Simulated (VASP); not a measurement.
# TaN (R-3m) in VASP: further runs

The runs below take TaN through single point, with PBEsol.

Everything below comes from runs of VASP 6.6.1. Logs are shortened: lines on timing, memory, paths and dates and some standing lists are left out, and cuts for length are marked.

## 1. The cell of the first run

It takes space group R-3m (No. 166, trigonal). The conventional cell has a = 2.446 Å, b = 2.446 Å, c = 11.982 Å, α = 90.00°, β = 90.00°, γ = 120.00°. Within 3.2 Å of Ta (site symmetry -3m) lie 6 N at 2.45 Å and 6 Ta at 2.45 Å. N (site symmetry -3m) has 6 Ta at 2.45 Å and 6 N at 2.45 Å within 3.2 Å.

## 2. Single point, PBEsol

INCAR

```
PREC = Accurate ; ENCUT = 520
EDIFF = 1E-6 ; ISMEAR = 0
SIGMA = 0.15 ; LREAL = F
LASPH = T ; NELM = 80
ALGO = Normal ; ISIF = 2
LWAVE = F ; LCHARG = F
GGA = PS ; NBANDS = 15
```

KPOINTS

```
Automatic mesh
0
Gamma
  20 20 20
```

POSCAR

```
TaN
1.0
    1.1529822974      2.8824557435      2.8824557435
    2.8824557435      1.1529822974      2.8824557435
    2.8824557435      2.8824557435      1.1529822974
Ta N
1 1
Direct
    0.5000000000      0.5000000000      0.5000000000
    0.0000000000      0.0000000000      0.0000000000
```

Potentials or basis: VASP PAW PBE potentials, release 64 (Ta_pv, N).

On the command line:

```sh
> cat potpaw_PBE.64/Ta_pv/POTCAR potpaw_PBE.64/N/POTCAR > POTCAR
> mpirun -np 1 vasp_std > vasp.out
```

OUTCAR:

```text
PREC = Accurate
   ENCUT = 520
   EDIFF = 1E-6
   ISMEAR = 0
   LREAL = F
   LASPH = T
   NELM = 80
   ISIF = 2
   GGA = PS

 ion  position               nearest neighbor table
   1  0.500  0.500  0.500-   2 2.45   2 2.45   2 2.45   2 2.45   2 2.45   2 2.45
   2  0.000  0.000  0.000-   1 2.45   1 2.45   1 2.45   1 2.45   1 2.45   1 2.45

  LATTYP: Found a trigonal (rhomboedric) cell.
 ALAT       =     4.2363274666
 COS(alpha) =     0.8333333333

  Lattice vectors:

 A1 = (   1.1529822974,   2.8824557435,   2.8824557435)
 A2 = (   2.8824557435,   1.1529822974,   2.8824557435)
 A3 = (   2.8824557435,   2.8824557435,   1.1529822974)

Analysis of symmetry for initial positions (statically):
=====================================================================
 Subroutine PRICEL returns:
 Original cell was already a primitive cell.

 Routine SETGRP: Setting up the symmetry group for a
 trigonal (rhombohedral) supercell.

 Subroutine GETGRP returns: Found 12 space group operations
 (whereof 12 operations were pure point group operations)
 out of a pool of 12 trial point group operations.

The static configuration has the point symmetry D_3d.

Analysis of symmetry for dynamics (positions and initial velocities):
=====================================================================
 Subroutine PRICEL returns:
 Original cell was already a primitive cell.

 Routine SETGRP: Setting up the symmetry group for a
 trigonal (rhombohedral) supercell.

 Subroutine GETGRP returns: Found 12 space group operations
 (whereof 12 operations were pure point group operations)
 out of a pool of 12 trial point group operations.

The dynamic configuration has the point symmetry D_3d.

 Subroutine INISYM returns: Found 12 space group operations
 (whereof 12 operations are pure point group operations),
 and found     1 'primitive' translations

----------------------------------------------------------------------------------------

                                     Primitive cell

  volume of cell :      20.6920

  direct lattice vectors                    reciprocal lattice vectors
     1.152982297  2.882455744  2.882455744    -0.337289557  0.240921112  0.240921112
     2.882455744  1.152982297  2.882455744     0.240921112 -0.337289557  0.240921112
     2.882455744  2.882455744  1.152982297     0.240921112  0.240921112 -0.337289557

  length of vectors
     4.236327467  4.236327467  4.236327467     0.479426961  0.479426961  0.479426961

  position of ions in fractional coordinates (direct lattice)
     0.500000000  0.500000000  0.500000000
     0.000000000  0.000000000  0.000000000

  ion indices of the primitive-cell ions
   primitive index   ion index
                 1           1
                 2           2

----------------------------------------------------------------------------------------

 KPOINTS: Automatic mesh

Automatic generation of k-mesh.
 Grid dimensions read from file:
 generate k-points for:   20   20   20

 Generating k-lattice:

  Cartesian coordinates                     Fractional coordinates (reciprocal lattice)
    -0.016864478  0.012046056  0.012046056     0.050000000  0.000000000 -0.000000000
     0.012046056 -0.016864478  0.012046056     0.000000000  0.050000000 -0.000000000
     0.012046056  0.012046056 -0.016864478     0.000000000  0.000000000  0.050000000

  Length of vectors
     0.023971348  0.023971348  0.023971348

  Shift w.r.t. Gamma in fractional coordinates (k-lattice)
     0.000000000  0.000000000  0.000000000

 Subroutine IBZKPT returns following result:
 ===========================================

 Found    781 irreducible k-points:

 Following reciprocal coordinates:
            Coordinates               Weight
  0.000000  0.000000  0.000000      1.000000
  0.050000 -0.000000 -0.000000      6.000000
  0.100000 -0.000000 -0.000000      6.000000
  0.150000  0.000000  0.000000      6.000000
  0.200000 -0.000000 -0.000000      6.000000
  0.250000 -0.000000 -0.000000      6.000000
[... 16 lines left out ...]
 -0.400000  0.050000  0.000000     12.000000
 -0.350000  0.050000 -0.000000     12.000000
 [... further k-points ...]
   k-points           NKPTS =    781   k-points in BZ     NKDIM =    781   number of bands    NBANDS=     15
   number of dos      NEDOS =    301   number of ions     NIONS =      2
   total plane-waves  NPLWV =  32768
   dimension x,y,z NGX =    32 NGY =   32 NGZ =   32
   dimension x,y,z NGXF=    64 NGYF=   64 NGZF=   64
   ions per type =               1   1
   NGX,Y,Z   is equivalent  to a cutoff of  12.56, 12.56, 12.56 a.u.
   NGXF,Y,Z  is equivalent  to a cutoff of  25.12, 25.12, 25.12 a.u.
 SYSTEM =  unknown system
   PREC   = accura    normal or accurate (medium, high low for compatibility)
   ISTART =      0    job   : 0-new  1-cont  2-samecut
   ICHARG =      2    charge: 1-file 2-atom 10-const
   ISPIN  =      1    spin polarized calculation?
   LNONCOLLINEAR =      F non collinear calculations
   LSORBIT =      F    spin-orbit coupling
   LASPH  =      T    aspherical Exc in radial PAW
   ENCUT  =  520.0 eV  38.22 Ry    6.18 a.u.   7.88  7.88  7.88*2*pi/ulx,y,z
   NELM   =     80;   NELMIN=  2; NELMDL= -5     # of ELM steps
   EDIFF  = 0.1E-05   stopping-criterion for ELM
   LREAL  =      F    real-space projection
   EDIFFG = 0.1E-04   stopping-criterion for IOM
   NSW    =      0    number of steps for IOM
   IBRION =     -1    ionic relax: 0-MD 1-quasi-New 2-CG
   NFREE  =      0    steps in history (QN), initial steepest desc. (CG)
   ISIF   =      2    stress and relaxation
   ISYM   =      2    0-nonsym 1-usesym 2-fastsym
   POTIM  = 0.5000    time-step for ionic-motion
   TEBEG  =    0.0;   TEEND  =   0.0 temperature during run
   PSTRESS=    0.0 pullay stress
   NELECT =      16.0000    total number of electrons
   NUPDOWN=      -1.0000    fix difference up-down
   EMIN   =  10.00;   EMAX   =-10.00  energy-range for DOS
   EFERMI =   0.00;   METHOD = LEGACY
   ISMEAR =     0;   SIGMA  =   0.15  broadening in eV -4-tet -1-fermi 0-gaus
   EFERMI_NEDOS =   21; number of points for ismear=-14 and -15
   IALGO  =     38    algorithm
   IMIX   =      4    mixing-type and parameters
     AMIX     =   0.40;   BMIX     =  1.00
     AMIX_MAG =   1.60;   BMIX_MAG =  1.00
  volume/ion in A,a.u.               =      10.35        69.82
  Fermi-wavevector in a.u.,A,eV,Ry     =   1.502615  2.839530 30.719922  2.257851
  Thomas-Fermi vector in A             =   2.613832
   LORBIT       =      0    0 simple, 1 ext, 2 COOP (PROOUT), +10 PAW based schemes
   GGA     = PS    functional components
   LHFCALC =     F    Hartree Fock is set to
   AEXX    =    0.0000 exact exchange contribution
   IVDW    =     0    specifies the selected vdW correction
   LEPSILON=     F    determine dielectric tensor
   LRPA    =     F    only Hartree local field effects (RPA)
 non-spin polarized calculation
 Gauss-broadening in eV      SIGMA  =   0.15
  energy-cutoff  :      520.00
  volume of cell :       20.69
 maximum number of plane-waves:       578
   NGX = 15   NGY = 15   NGZ = 15

 number of electron      15.9999999 magnetization

 Free energy of the ion-electron system (eV)
  ---------------------------------------------------
  ext. energy  EPLUGINS =         0.00000000
  ---------------------------------------------------
  free energy    TOTEN  =       -17.36456184 eV

  energy without entropy =      -17.35027808  energy(sigma->0) =      -17.35741996

 E-fermi :   7.7544     XC(G=0): -13.7287

 val. band max:        7.7535659416   @ k =  -0.4000  -0.4500   0.1000
 cond. band min:       7.7544573738   @ k =  -0.1000   0.2500   0.1000
 fundamental gap:      0.0008914322
 Fermi energy:         7.7544257324

 k-point     1 :       0.0000    0.0000    0.0000
  band No.  band energies     occupation
      1     -27.2090      2.00000
      2     -24.8739      2.00000
      3     -24.8739      2.00000
      4      -9.3086      2.00000
      5       1.2426      2.00000
      6       3.0502      2.00000
      7       7.8982      0.17537
      8       7.8982      0.17537
      9       9.6330      0.00000
     10       9.6330      0.00000
     11      12.2182      0.00000
     12      14.1499      0.00000
     13      14.1499      0.00000
     14      20.4568      0.00000
     15      21.9147      0.00000

 k-point     2 :       0.0500   -0.0000   -0.0000
  band No.  band energies     occupation
      1     -27.1905      2.00000
      2     -25.0031      2.00000
      3     -24.9003      2.00000
      4      -9.2352      2.00000
      5       1.4497      2.00000
      6       3.0145      2.00000
      7       7.7057      1.35421
      8       8.0723      0.00272
      9       9.3426      0.00000
     10       9.5480      0.00000
     11      12.3655      0.00000
     12      13.9515      0.00000
     13      14.1548      0.00000
     14      20.7497      0.00000
     15      21.9147      0.00000

 k-point     3 :       0.1000   -0.0000   -0.0000
  band No.  band energies     occupation
      1     -27.1364      2.00000
      2     -25.3683      2.00000
      3     -24.9762      2.00000
      4      -9.0203      2.00000
      5       1.9829      2.00000
      6       2.9493      2.00000
      7       7.2139      2.00000
      8       8.5887      0.00000
      9       8.6186      0.00000
     10       9.3122      0.00000
     11      12.7047      0.00000
     12      13.4851      0.00000
     13      14.1606      0.00000
     14      21.3914      0.00000
     15      21.9143      0.00000
[... 343 lines left out ...]
 k-point    23 :      -0.4000    0.0500    0.0000
  band No.  band energies     occupation
      1     -28.9287      2.00000
      2     -26.4404      2.00000
      3     -25.8948      2.00000
      4      -5.4641      2.00000
      5       0.4128      2.00000
      6       0.6691      2.00000
      7       3.3733      2.00000
      8       7.0066      2.00000
      9      11.5685      0.00000
     10      13.1950      0.00000
     11      13.8186      0.00000
     12      15.1344      0.00000
     13      18.0042      0.00000
     14      20.1321      0.00000
     15      21.8988      0.00000

 k-point    24 :      -0.3500    0.0500   -0.0000
  band No.  band energies     occupation
      1     -28.5994      2.00000
      2     -26.5177      2.00000
      3     -25.8042      2.00000
      4      -6.0531      2.00000
      5       0.7371      2.00000
      6       1.4178      2.00000
      7       3.6620      2.00000
      8       7.2328      2.00000
      9      11.5799      0.00000
     10      12.1208      0.00000
     11      13.5400      0.00000
     12      14.8699      0.00000
     13      16.7553      0.00000
     14      19.9887      0.00000
     15      21.9068      0.00000

 [... further k-points ...]

------------------------ aborting loop because EDIFF is reached ----------------------------------------

  FORCE on cell =-STRESS in cart. coord.  units (eV):
  Direction    XX          YY          ZZ          XY          YZ          ZX
  --------------------------------------------------------------------------------------
  -------------------------------------------------------------------------------------
  Total        6.5447280      6.5447280      6.5447280     -8.7730500     -8.7730500     -8.7730500
  in kB      506.7578674    506.7578674    506.7578674   -679.2966969   -679.2966969   -679.2966969
  external PRESSURE =     506.7578674 kB  Pullay stress =       0.0000000 kB

 VOLUME and BASIS-vectors are now :
 -----------------------------------------------------------------------------
  energy-cutoff  :      520.00
  volume of cell :       20.69
      direct lattice vectors                 reciprocal lattice vectors
     1.152982297  2.882455744  2.882455744    -0.337289557  0.240921112  0.240921112
     2.882455744  1.152982297  2.882455744     0.240921112 -0.337289557  0.240921112
     2.882455744  2.882455744  1.152982297     0.240921112  0.240921112 -0.337289557

 POSITION                                       TOTAL-FORCE (eV/Angst)
 -----------------------------------------------------------------------------------
      3.45895      3.45895      3.45895        -0.000000      0.000000      0.000000
      0.00000      0.00000      0.00000         0.000000     -0.000000     -0.000000
 -----------------------------------------------------------------------------------
    total drift:                                0.000000      0.000000      0.000000

  FREE ENERGIE OF THE ION-ELECTRON SYSTEM (eV)
  ---------------------------------------------------
  free  energy   TOTEN  =       -17.3645618409 eV

  energy  without entropy=      -17.3502780779  energy(sigma->0) =      -17.35741996
```

Wall time 2 min (1 thread of Intel Xeon 6975P-C (Granite Rapids), shared host); peak memory 0.38 GiB.

What came out:

- Free energy: -17.3646 eV
- Pressure: 50.7 GPa
- Band gap on the k mesh: zero (band 8 reaches 8.59 eV, above the bottom of band 9 at 6.69 eV)

Caveat: the PAW data sets were made with another functional, which shifts forces and pressure a little; spin-orbit coupling is left out, which moves the levels of the heavy elements.

## 3. Single point, PBEsol

This run uses another cell than the first one, of the same volume but with other edges.

INCAR

```
ALGO = Normal
EDIFF = 1E-7
ENCUT = 520
GGA = PS
ISIF = 2
ISMEAR = 0
LASPH = True
LCHARG = False
LREAL = False
LWAVE = False
NBANDS = 15
NELM = 100
PREC = Accurate
SIGMA = 0.15
```

KPOINTS

```
k-points
0
Gamma
  20 20 20
```

POSCAR

```
TaN
1.0
   -0.4722201551      1.9702978885      1.9702978885
    1.9702978885     -0.4722201551      1.9702978885
    1.9702978885      1.9702978885     -0.4722201551
Ta N
1 1
Direct
    0.5000000000      0.5000000000      0.5000000000
    0.0000000000      0.0000000000      0.0000000000
```

Potentials or basis: VASP PAW PBE potentials, release 64 (Ta_pv, N).

On the command line:

```sh
> cat potpaw_PBE.64/Ta_pv/POTCAR potpaw_PBE.64/N/POTCAR > POTCAR
> mpirun -np 1 vasp_std > vasp.out
```

Wall time 62 s (1 thread of Intel Xeon 6975P-C (Granite Rapids), shared host); peak memory 0.35 GiB.

It converged, with:

- Free energy: -22.4419 eV
- Pressure: 4.1 GPa
- Band gap on the k mesh: zero (band 8 reaches 12.73 eV, above the bottom of band 9 at 6.05 eV)

Stress tensor (GPa, compression positive):
```
 4.13 11.58 11.58
11.58  4.13 11.58
11.58 11.58  4.13
```

Levels at points of the mesh, in eV from the Fermi level:
```
           k point  band 5  band 6  band 7  band 8  band 9  band 10  band 11  band 12
(0.00, 0.00, 0.00)   -3.68   -3.68   -2.96   -2.96   -2.01     0.37     2.14     2.14
(0.50, 0.00, 0.00)   -9.83   -6.88   -4.01   -0.88    0.48     5.84     6.20     6.77
(0.50, 0.50, 0.00)   -5.99   -4.74   -4.66   -2.47    1.53     1.78     4.00     6.01
(0.50, 0.50, 0.50)   -9.38   -8.41   -8.41    3.77    4.72     5.46     5.46     8.65
```

Caveat: the PAW data sets were made with another functional, which shifts forces and pressure a little; spin-orbit coupling is left out, which moves the levels of the heavy elements.

## 4. Single point, PBEsol

This run uses another cell than the first one, of the same volume but with other edges.

INCAR

```
SYSTEM = TaN
PREC     = Accurate       ! precision mode
ENCUT    = 520            ! plane-wave cutoff, eV
EDIFF    = 1E-6           ! SCF threshold, eV
ISMEAR   = 0              ! smearing method
SIGMA    = 0.15           ! smearing width, eV
LREAL    = .FALSE.        ! projectors in reciprocal space
LASPH    = .TRUE.         ! aspherical terms in the spheres
NELM     = 60             ! most SCF steps
ALGO     = Normal         ! electronic algorithm
ISIF     = 2              ! what is computed and relaxed
LWAVE    = .FALSE.        ! write WAVECAR
LCHARG   = .FALSE.        ! write CHGCAR
GGA      = PS             ! functional
NBANDS   = 15             ! bands
```

KPOINTS

```
regular mesh
0
G
  20 20 20
  0 0 0
```

POSCAR

```
TaN
1.0
    0.5311413630      2.4743414714      2.4743414714
    2.4743414714      0.5311413630      2.4743414714
    2.4743414714      2.4743414714      0.5311413630
Ta N
1 1
Direct
    0.5000000000      0.5000000000      0.5000000000
    0.0000000000      0.0000000000      0.0000000000
```

On the command line:

```sh
> cat potpaw_PBE.64/Ta_pv/POTCAR potpaw_PBE.64/N/POTCAR > POTCAR
> mpirun -np 1 vasp_std > vasp.out
```

Run time: 2 min. Hardware: 1 thread of Intel Xeon 6975P-C (Granite Rapids), shared host; peak memory 0.36 GiB.

It converged, with:

```
Free energy            : -22.3953 eV
Pressure               : 9.2 GPa
Band gap on the k mesh : zero (band 8 reaches 9.00 eV, above the bottom of band 9 at 7.68 eV)
```

Stress tensor (GPa, compression positive):
```
  9.23 -27.69 -27.69
-27.69   9.23 -27.69
-27.69 -27.69   9.23
```

Levels at points of the mesh, in eV from the Fermi level:
| k point | band 4 | band 5 | band 6 | band 7 | band 8 | band 9 | band 10 | band 11 | band 12 | band 13 |
| --- | --- | --- | --- | --- | --- | --- | --- | --- | --- | --- |
| (0.00, 0.00, 0.00) | -17.25 | -4.60 | -3.42 | -0.59 | -0.59 | -0.23 | -0.23 | 3.24 | 3.24 | 5.39 |
| (0.50, 0.00, 0.00) | -13.65 | -8.64 | -7.76 | -4.07 | -1.59 | 5.74 | 6.53 | 7.20 | 8.31 | 8.88 |
| (0.50, 0.50, 0.00) | -15.40 | -5.34 | -4.88 | -3.31 | -1.61 | 2.49 | 2.93 | 4.45 | 6.97 | 9.69 |
| (0.50, 0.50, 0.50) | -14.88 | -9.36 | -3.33 | -3.33 | -0.05 | 2.09 | 2.09 | 6.94 | 6.94 | 8.18 |

Caveat: the PAW data sets were made with another functional, which shifts forces and pressure a little; spin-orbit coupling is left out, which moves the levels of the heavy elements.

## 5. Single point, PBEsol

This run uses another cell than the first one, of the same volume but with other edges.

INCAR

```
SYSTEM = TaN
ALGO = Normal ; EDIFF = 1E-6
ENCUT = 520 ; GGA = PS
ISIF = 2 ; ISMEAR = 0
LASPH = .TRUE. ; LCHARG = .FALSE.
LREAL = .FALSE. ; LWAVE = .FALSE.
NBANDS = 15 ; NELM = 60
PREC = Accurate ; SIGMA = 0.15
```

KPOINTS

```
k-points
0
G
  20 20 20
  0 0 0
```

POSCAR

```
TaN
1.0
   -0.6889307120      1.8945594581      1.8945594581
    1.8945594581     -0.6889307120      1.8945594581
    1.8945594581      1.8945594581     -0.6889307120
Ta N
1 1
Direct
    0.5000000000      0.5000000000      0.5000000000
    0.0000000000      0.0000000000      0.0000000000
```

On the command line:

```sh
> cat potpaw_PBE.64/Ta_pv/POTCAR potpaw_PBE.64/N/POTCAR > POTCAR
> mpirun -np 1 vasp_std > vasp.out
```

Wall time 62 s (1 thread of Intel Xeon 6975P-C (Granite Rapids), shared host); peak memory 0.34 GiB.

Results (log left out):

| Property | Result |
| --- | --- |
| Free energy | -22.1638 eV |
| Pressure | -1.8 GPa |
| Band gap on the k mesh | zero (band 8 reaches 13.61 eV, above the bottom of band 9 at 6.10 eV) |

Stress tensor (GPa, compression positive):
```
-1.77  1.06  1.06
 1.06 -1.77  1.06
 1.06  1.06 -1.77
```

Levels at points of the mesh, in eV from the Fermi level:
```tsv
k point	band 4	band 5	band 6	band 7	band 8	band 9	band 10	band 11	band 12	band 13
(0.00, 0.00, 0.00)	-18.00	-4.29	-4.29	-2.58	-2.58	-2.08	1.33	3.35	3.35	5.88
(0.50, 0.00, 0.00)	-15.16	-9.72	-5.83	-3.59	-2.29	1.86	5.35	5.95	7.07	7.74
(0.50, 0.50, 0.00)	-16.00	-5.91	-5.13	-3.90	-1.89	0.45	1.33	2.62	6.82	11.29
(0.50, 0.50, 0.50)	-13.86	-9.05	-8.62	-8.62	4.73	6.01	6.87	6.87	7.62	7.62
```

Caveat: the PAW data sets were made with another functional, which shifts forces and pressure a little; spin-orbit coupling is left out, which moves the levels of the heavy elements.

## 6. Summary

| cell | gap on the mesh (eV) | pressure (GPa) |
| --- | --- | --- |
| a = 4.236 Å, angles 33.6°, 2 atoms | none | 50.7 |
| a = 2.826 Å, angles 75.3°, 2 atoms | none | 4.1 |
| a = 3.539 Å, angles 45.7°, 2 atoms | none | 9.2 |
| a = 2.766 Å, angles 82.7°, 2 atoms | none | -1.8 |

Alike in all rows: task single point; level PBEsol; potentials or basis VASP PAW PBE potentials, release 64 (Ta_pv, N); no spin polarisation; k mesh 20 × 20 × 20; cutoff (eV) 520; smearing gaussian 0.15 eV.

Caveats: the PAW data sets were made with another functional, which shifts forces and pressure a little; spin-orbit coupling is left out, which moves the levels of the heavy elements.

Total energies depend on the potentials used, so only differences within one code and one set of settings carry meaning.
